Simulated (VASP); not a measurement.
# Au (Cmcm) in VASP: a series of runs

Au is run at these levels: PBEsol; tasks: relaxation of shape and atoms at fixed volume, single point.

Everything below comes from runs of VASP 6.6.1. Logs are shortened: lines on timing, memory, paths and dates and some standing lists are left out, and cuts for length are marked.

**1. The cell of the first run**

It takes space group Cmcm (No. 63, orthorhombic). Conventional cell: a = 2.898 Å, b = 5.204 Å, c = 4.970 Å, α = 90.00°, β = 90.00°, γ = 90.00°. Within 3.8 Å of Au (site symmetry m2m) lie 12 Au at 2.90 to 3.02 Å.

**2. Relaxation of shape and atoms at fixed volume, PBEsol (18.74 Å³/atom)**

The input, INCAR:

```
SYSTEM = Au
PREC     = Accurate       ! precision mode
ENCUT    = 600            ! plane-wave cutoff, eV
EDIFF    = 1E-7           ! SCF threshold, eV
ISMEAR   = 0              ! smearing method
SIGMA    = 0.1            ! smearing width, eV
LREAL    = .FALSE.        ! projectors in reciprocal space
LASPH    = .TRUE.         ! aspherical terms in the spheres
NELM     = 80             ! most SCF steps
ALGO     = Fast           ! electronic algorithm
ISIF     = 4              ! what is computed and relaxed
LWAVE    = .FALSE.        ! write WAVECAR
LCHARG   = .FALSE.        ! write CHGCAR
GGA      = PS             ! functional
IBRION   = 2              ! ionic algorithm
NSW      = 50             ! ionic steps
EDIFFG   = -0.01          ! ionic threshold
```

The input, KPOINTS:

```
Automatic mesh
0
G
  16 16 10
  0 0 0
```

The input, POSCAR:

```
Au
1.0
    1.4491659405     -2.6019113625      0.0000000000
    1.4491659405      2.6019113625      0.0000000000
    0.0000000000      0.0000000000      4.9704086974
Au
2
Direct
    0.6641347418      0.3358652582      0.2500000000
    0.3358652582      0.6641347418      0.7500000000
```

Potentials or basis: VASP PAW PBE potentials, release 64 (Au).

Started as:

```sh
$ cat potpaw_PBE.64/Au/POTCAR > POTCAR
$ mpirun -np 1 vasp_std > vasp.out
```

OUTCAR:

```text
SYSTEM = Au
   PREC = Accurate
   ENCUT = 600
   EDIFF = 1E-7
   ISMEAR = 0
   LREAL = .FALSE.
   LASPH = .TRUE.
   NELM = 80
   ISIF = 4
   GGA = PS
   IBRION = 2
   NSW = 50
   EDIFFG = -0.01

 ion  position               nearest neighbor table
   1  0.664  0.336  0.250-   2 3.01   2 3.01   2 3.01   2 3.01   2 3.02   2 3.02
   2  0.336  0.664  0.750-   1 3.01   1 3.01   1 3.01   1 3.01   1 3.02   1 3.02

  LATTYP: Found a base centered orthorhombic cell.
 ALAT       =     2.8983318810
 B/A-ratio  =     1.7954543988
 C/A-ratio  =     1.7149204789

  Lattice vectors:

 A1 = (   1.4491659405,  -2.6019113625,   0.0000000000)
 A2 = (   1.4491659405,   2.6019113625,   0.0000000000)
 A3 = (   0.0000000000,   0.0000000000,   4.9704086974)

Analysis of symmetry for initial positions (statically):
=====================================================================
 Subroutine PRICEL returns:
 Original cell was already a primitive cell.

 Routine SETGRP: Setting up the symmetry group for a
 base centered orthorhombic supercell.

 Subroutine GETGRP returns: Found  8 space group operations
 (whereof  4 operations were pure point group operations)
 out of a pool of  8 trial point group operations.

The static configuration has the point symmetry C_2h.
 The point group associated with its full space group is D_2h.

Analysis of symmetry for dynamics (positions and initial velocities):
=====================================================================
 Subroutine PRICEL returns:
 Original cell was already a primitive cell.

 Routine SETGRP: Setting up the symmetry group for a
 base centered orthorhombic supercell.

 Subroutine GETGRP returns: Found  8 space group operations
 (whereof  4 operations were pure point group operations)
 out of a pool of  8 trial point group operations.

The dynamic configuration has the point symmetry C_2h.
 The point group associated with its full space group is D_2h.

 Subroutine INISYM returns: Found  8 space group operations
 (whereof  4 operations are pure point group operations),
 and found     1 'primitive' translations

----------------------------------------------------------------------------------------

                                     Primitive cell

  volume of cell :      37.4829

  direct lattice vectors                    reciprocal lattice vectors
     1.449165940 -2.601911363  0.000000000     0.345026050 -0.192166423  0.000000000
     1.449165940  2.601911363  0.000000000     0.345026050  0.192166423  0.000000000
     0.000000000  0.000000000  4.970408697     0.000000000  0.000000000  0.201190699

  length of vectors
     2.978258663  2.978258663  4.970408697     0.394931525  0.394931525  0.201190699

  position of ions in fractional coordinates (direct lattice)
     0.664134742  0.335865258  0.250000000
     0.335865258  0.664134742  0.750000000

  ion indices of the primitive-cell ions
   primitive index   ion index
                 1           1
                 2           2

----------------------------------------------------------------------------------------

 KPOINTS: Automatic mesh

Automatic generation of k-mesh.
 Grid dimensions read from file:
 generate k-points for:   16   16   10

 Generating k-lattice:

  Cartesian coordinates                     Fractional coordinates (reciprocal lattice)
     0.021564128 -0.012010401  0.000000000     0.062500000 -0.000000000  0.000000000
     0.021564128  0.012010401  0.000000000    -0.000000000  0.062500000  0.000000000
     0.000000000  0.000000000  0.020119070     0.000000000  0.000000000  0.100000000

  Length of vectors
     0.024683220  0.024683220  0.020119070

  Shift w.r.t. Gamma in fractional coordinates (k-lattice)
     0.000000000  0.000000000  0.000000000

 Subroutine IBZKPT returns following result:
 ===========================================

 Found    438 irreducible k-points:

 Following reciprocal coordinates:
            Coordinates               Weight
  0.000000  0.000000  0.000000      1.000000
  0.062500  0.000000  0.000000      4.000000
  0.125000  0.000000  0.000000      4.000000
  0.187500  0.000000  0.000000      4.000000
  0.250000  0.000000  0.000000      4.000000
  0.312500 -0.000000  0.000000      4.000000
[... 16 lines left out ...]
 -0.125000  0.062500  0.000000      4.000000
 -0.062500  0.062500  0.000000      2.000000
 [... further k-points ...]
   k-points           NKPTS =    438   k-points in BZ     NKDIM =    438   number of bands    NBANDS=     15
   number of dos      NEDOS =    301   number of ions     NIONS =      2
   total plane-waves  NPLWV =  23040
   dimension x,y,z NGX =    24 NGY =   24 NGZ =   40
   dimension x,y,z NGXF=    48 NGYF=   48 NGZF=   80
   ions per type =               2
   NGX,Y,Z   is equivalent  to a cutoff of  13.40, 13.40, 13.38 a.u.
   NGXF,Y,Z  is equivalent  to a cutoff of  26.79, 26.79, 26.76 a.u.
 SYSTEM =  Au
   PREC   = accura    normal or accurate (medium, high low for compatibility)
   ISTART =      0    job   : 0-new  1-cont  2-samecut
   ICHARG =      2    charge: 1-file 2-atom 10-const
   ISPIN  =      1    spin polarized calculation?
   LNONCOLLINEAR =      F non collinear calculations
   LSORBIT =      F    spin-orbit coupling
   LASPH  =      T    aspherical Exc in radial PAW
   ENCUT  =  600.0 eV  44.10 Ry    6.64 a.u.   5.95  5.95  9.93*2*pi/ulx,y,z
   NELM   =     80;   NELMIN=  2; NELMDL= -5     # of ELM steps
   EDIFF  = 0.1E-06   stopping-criterion for ELM
   LREAL  =      F    real-space projection
   EDIFFG = -.1E-01   stopping-criterion for IOM
   NSW    =     50    number of steps for IOM
   IBRION =      2    ionic relax: 0-MD 1-quasi-New 2-CG
   NFREE  =      1    steps in history (QN), initial steepest desc. (CG)
   ISIF   =      4    stress and relaxation
   ISYM   =      2    0-nonsym 1-usesym 2-fastsym
   POTIM  = 0.5000    time-step for ionic-motion
   TEBEG  =    0.0;   TEEND  =   0.0 temperature during run
   PSTRESS=    0.0 pullay stress
   NELECT =      22.0000    total number of electrons
   NUPDOWN=      -1.0000    fix difference up-down
   EMIN   =  10.00;   EMAX   =-10.00  energy-range for DOS
   EFERMI =   0.00;   METHOD = LEGACY
   ISMEAR =     0;   SIGMA  =   0.10  broadening in eV -4-tet -1-fermi 0-gaus
   EFERMI_NEDOS =   21; number of points for ismear=-14 and -15
   IALGO  =     68    algorithm
   IMIX   =      4    mixing-type and parameters
     AMIX     =   0.40;   BMIX     =  1.00
     AMIX_MAG =   1.60;   BMIX_MAG =  1.00
  volume/ion in A,a.u.               =      18.74       126.47
  Fermi-wavevector in a.u.,A,eV,Ry     =   1.370687  2.590222 25.562376  1.878782
  Thomas-Fermi vector in A             =   2.496451
   LORBIT       =      0    0 simple, 1 ext, 2 COOP (PROOUT), +10 PAW based schemes
   GGA     = PS    functional components
   LHFCALC =     F    Hartree Fock is set to
   AEXX    =    0.0000 exact exchange contribution
   IVDW    =     0    specifies the selected vdW correction
   LEPSILON=     F    determine dielectric tensor
   LRPA    =     F    only Hartree local field effects (RPA)
 conjugate gradient relaxation of ions
 non-spin polarized calculation
 RMM-DIIS sequential band-by-band and
 Gauss-broadening in eV      SIGMA  =   0.10
  energy-cutoff  :      600.00
  volume of cell :       37.48
 maximum number of plane-waves:      1272
   NGX = 11   NGY = 11   NGZ = 19

--------------------------------------- Ionic step        1  -------------------------------------------

 number of electron      22.0000001 magnetization

 Free energy of the ion-electron system (eV)
  ---------------------------------------------------
  ext. energy  EPLUGINS =         0.00000000
  ---------------------------------------------------
  free energy    TOTEN  =        -7.68102640 eV

  energy without entropy =       -7.67797916  energy(sigma->0) =       -7.67950278

------------------------ aborting loop because EDIFF is reached ----------------------------------------

  FORCE on cell =-STRESS in cart. coord.  units (eV):
  Direction    XX          YY          ZZ          XY          YZ          ZX
  --------------------------------------------------------------------------------------
  -------------------------------------------------------------------------------------
  Total       -2.9810688     -2.8980135     -2.8647395      0.0000000      0.0000000      0.0000000
  in kB     -127.4235992   -123.8734608   -122.4511885      0.0000000      0.0000000      0.0000000
  external PRESSURE =    -124.5827495 kB  Pullay stress =       0.0000000 kB

 VOLUME and BASIS-vectors are now :
 -----------------------------------------------------------------------------
  energy-cutoff  :      600.00
  volume of cell :       37.48
      direct lattice vectors                 reciprocal lattice vectors
     1.449165940 -2.601911363  0.000000000     0.345026050 -0.192166423  0.000000000
     1.449165940  2.601911363  0.000000000     0.345026050  0.192166423  0.000000000
     0.000000000  0.000000000  4.970408697     0.000000000  0.000000000  0.201190699
[... 37 lines left out ...]
 POSITION                                       TOTAL-FORCE (eV/Angst)
 -----------------------------------------------------------------------------------
      1.44684     -0.85472      1.24410         0.000000     -0.004653      0.000000
      1.44684      0.85472      3.73229         0.000000      0.004653     -0.000000
 -----------------------------------------------------------------------------------
    total drift:                               -0.000000     -0.000000     -0.000000

  FREE ENERGIE OF THE ION-ELECTRON SYSTEM (eV)
  ---------------------------------------------------
  free  energy   TOTEN  =        -7.6811771513 eV

  energy  without entropy=       -7.6782468699  energy(sigma->0) =       -7.67971201

--------------------------------------- Ionic step        3  -------------------------------------------

 number of electron      22.0000002 magnetization

 Free energy of the ion-electron system (eV)
  ---------------------------------------------------
  ext. energy  EPLUGINS =         0.00000000
  ---------------------------------------------------
  free energy    TOTEN  =        -7.68129664 eV

  energy without entropy =       -7.67854366  energy(sigma->0) =       -7.67992015

 E-fermi :   7.7488     XC(G=0): -12.3259

 val. band max:        7.7364221077   @ k =  -0.1250   0.1250   0.1000
 cond. band min:       7.7713665023   @ k =   0.4375   0.0000   0.5000
 fundamental gap:      0.0349443946
 Fermi energy:         7.7488298582

 k-point     1 :       0.0000    0.0000    0.0000
  band No.  band energies     occupation
      1      -1.1846      2.00000
      2       1.1432      2.00000
      3       3.3507      2.00000
      4       3.4110      2.00000
      5       3.7235      2.00000
      6       3.9128      2.00000
      7       4.1343      2.00000
      8       4.4818      2.00000
      9       4.6481      2.00000
     10       5.6835      2.00000
     11       5.7083      2.00000
     12       6.9551      2.00000
     13       9.8930      0.00000
     14      22.2513      0.00000
     15      23.1944      0.00000
[... 397 lines left out ...]
 k-point    24 :      -0.0625    0.0625    0.0000
  band No.  band energies     occupation
      1      -1.0755      2.00000
      2       1.2301      2.00000
      3       3.2566      2.00000
      4       3.4826      2.00000
      5       3.7226      2.00000
      6       3.9779      2.00000
      7       4.1951      2.00000
      8       4.4112      2.00000
      9       4.6095      2.00000
     10       5.2853      2.00000
     11       5.7255      2.00000
     12       7.4802      1.99985
     13       9.8936      0.00000
     14      22.0037      0.00000
     15      23.3514      0.00000

 [... further k-points ...]

------------------------ aborting loop because EDIFF is reached ----------------------------------------

  FORCE on cell =-STRESS in cart. coord.  units (eV):
  Direction    XX          YY          ZZ          XY          YZ          ZX
  --------------------------------------------------------------------------------------
  -------------------------------------------------------------------------------------
  Total       -2.8985318     -2.9018509     -2.9047443      0.0000000     -0.0000000      0.0000000
  in kB     -123.8956149   -124.0374881   -124.1611643      0.0000000     -0.0000000      0.0000000
  external PRESSURE =    -124.0314224 kB  Pullay stress =       0.0000000 kB

 VOLUME and BASIS-vectors are now :
 -----------------------------------------------------------------------------
  energy-cutoff  :      600.00
  volume of cell :       37.48
      direct lattice vectors                 reciprocal lattice vectors
     1.442367213 -2.604978551  0.000000000     0.346652361 -0.191940160  0.000000000
     1.442367213  2.604978551 -0.000000000     0.346652361  0.191940160  0.000000000
     0.000000000  0.000000000  4.987957253     0.000000000  0.000000000  0.200482873

 POSITION                                       TOTAL-FORCE (eV/Angst)
 -----------------------------------------------------------------------------------
      1.44237     -0.85586      1.24699         0.000000     -0.003821      0.000000
      1.44237      0.85586      3.74097         0.000000      0.003821     -0.000000
 -----------------------------------------------------------------------------------
    total drift:                               -0.000000     -0.000000      0.000000

  FREE ENERGIE OF THE ION-ELECTRON SYSTEM (eV)
  ---------------------------------------------------
  free  energy   TOTEN  =        -7.6812966373 eV

  energy  without entropy=       -7.6785436598  energy(sigma->0) =       -7.67992015

 reached required accuracy - stopping structural energy minimisation
```

Wall time 2.7 min (1 thread of Intel Xeon 6975P-C (Granite Rapids), shared host); peak memory 0.37 GiB.

Results:

```
Free energy                  : -7.6813 eV
Energy gained by relaxing    : 0.1 meV/atom
Ionic steps                  : 3
Pressure after relaxing      : -12.4 GPa
Largest force after relaxing : 0.004 eV/Å
Band gap on the k mesh       : zero (bands 11 and 12 overlap by 6.13 eV)
```

Forces in eV/Å, atoms in the order of the input:
```
Au   0.000 -0.004  0.000
Au   0.000  0.004  0.000
```

Step by step:
```
step  energy change (eV)  largest force (eV/Å)  pressure (GPa)  volume (Å³)
   1              0.0000                0.0051          -12.46        37.48
   2             -0.0002                0.0047          -12.45        37.48
   3             -0.0003                0.0038          -12.40        37.48
```

Final structure:
```cif
data_structure
_symmetry_space_group_name_H-M 'P 1'
_symmetry_Int_Tables_number 1
_cell_length_a 2.9776
_cell_length_b 2.9776
_cell_length_c 4.9880
_cell_angle_alpha 90.000
_cell_angle_beta 90.000
_cell_angle_gamma 122.054
_cell_volume 37.48
loop_
_atom_site_label
_atom_site_type_symbol
_atom_site_fract_x
_atom_site_fract_y
_atom_site_fract_z
_atom_site_occupancy
Au1 Au 0.66427 0.33573 0.25000 1
Au2 Au 0.33573 0.66427 0.75000 1
```

Levels at points of the mesh, in eV from the Fermi level:
| k point | band 8 | band 9 | band 10 | band 11 | band 12 | band 13 | band 14 | band 15 |
| --- | --- | --- | --- | --- | --- | --- | --- | --- |
| (0.00, 0.00, 0.00) | -3.27 | -3.10 | -2.07 | -2.04 | -0.79 | 2.14 | 14.50 | 15.45 |
| (0.50, 0.00, 0.00) | -1.90 | -1.75 | -1.61 | 0.47 | 1.57 | 5.53 | 6.78 | 6.99 |
| (0.50, 0.50, 0.00) | -1.84 | -1.82 | -1.66 | 0.25 | 1.12 | 5.23 | 6.33 | 6.76 |
| (0.00, 0.00, 0.50) | -3.89 | -2.51 | -2.51 | -2.38 | -2.38 | 9.81 | 9.81 | 14.83 |
| (0.50, 0.00, 0.50) | -2.25 | -1.65 | -1.65 | 0.77 | 0.77 | 3.67 | 3.67 | 12.70 |
| (0.50, 0.50, 0.50) | -2.20 | -1.72 | -1.72 | 0.41 | 0.41 | 3.20 | 3.20 | 12.35 |

Caveat: the PAW data sets were made with another functional, which shifts forces and pressure a little; spin-orbit coupling is left out, which moves the levels of the heavy elements.

**3. Single point, PBEsol**

This run uses another cell than the first one, of 17.04 Å³/atom.

The input, INCAR:

```
SYSTEM = Au
PREC     = Accurate       ! precision mode
ENCUT    = 520            ! plane-wave cutoff, eV
EDIFF    = 1E-6           ! SCF threshold, eV
ISMEAR   = 0              ! smearing method
SIGMA    = 0.15           ! smearing width, eV
LREAL    = .FALSE.        ! projectors in reciprocal space
LASPH    = .TRUE.         ! aspherical terms in the spheres
NELM     = 60             ! most SCF steps
ALGO     = Fast           ! electronic algorithm
ISIF     = 2              ! what is computed and relaxed
LWAVE    = .FALSE.        ! write WAVECAR
LCHARG   = .FALSE.        ! write CHGCAR
GGA      = PS             ! functional
NBANDS   = 18             ! bands
```

The input, KPOINTS:

```
Automatic mesh
0
G
  14 14 8
  0 0 0
```

The input, POSCAR:

```
Au
1.0
    1.4100150320     -2.5170030990      0.0000000000
    1.4100150320      2.5170030990      0.0000000000
    0.0000000000      0.0000000000      4.8006775515
Au
2
Direct
    0.6638639426      0.3361360574      0.2500000000
    0.3361360574      0.6638639426      0.7500000000
```

Potentials or basis: VASP PAW PBE potentials, release 64 (Au).

Started as:

```sh
$ cat potpaw_PBE.64/Au/POTCAR > POTCAR
$ mpirun -np 1 vasp_std > vasp.out
```

Wall time 2.3 min (1 thread of Intel Xeon 8259CL, shared host); peak memory 0.27 GiB.

Results (log left out):

* Free energy: -7.8295 eV
* Pressure: -0.2 GPa
* Band gap on the k mesh: zero (bands 11 and 12 overlap by 6.49 eV)

Stress tensor (GPa, compression positive):
```
-0.22  0.00  0.00
 0.00 -0.07  0.00
 0.00  0.00 -0.44
```

Levels at points of the mesh, in eV from the Fermi level:
```
           k point  band 9  band 10  band 11  band 12  band 13  band 14
(0.00, 0.00, 0.00)   -3.45    -2.16    -2.14    -1.18     2.71    14.51
(0.50, 0.00, 0.00)   -1.82    -1.65     0.42     1.72     5.82     7.31
(0.50, 0.50, 0.00)   -1.88    -1.68     0.29     1.36     5.62     7.10
(0.00, 0.00, 0.50)   -2.68    -2.68    -2.55    -2.55    10.65    10.65
(0.50, 0.00, 0.50)   -1.71    -1.71     0.54     0.54     4.10     4.10
(0.50, 0.50, 0.50)   -1.77    -1.77     0.22     0.22     3.76     3.76
```

Caveat: the PAW data sets were made with another functional, which shifts forces and pressure a little; spin-orbit coupling is left out, which moves the levels of the heavy elements.
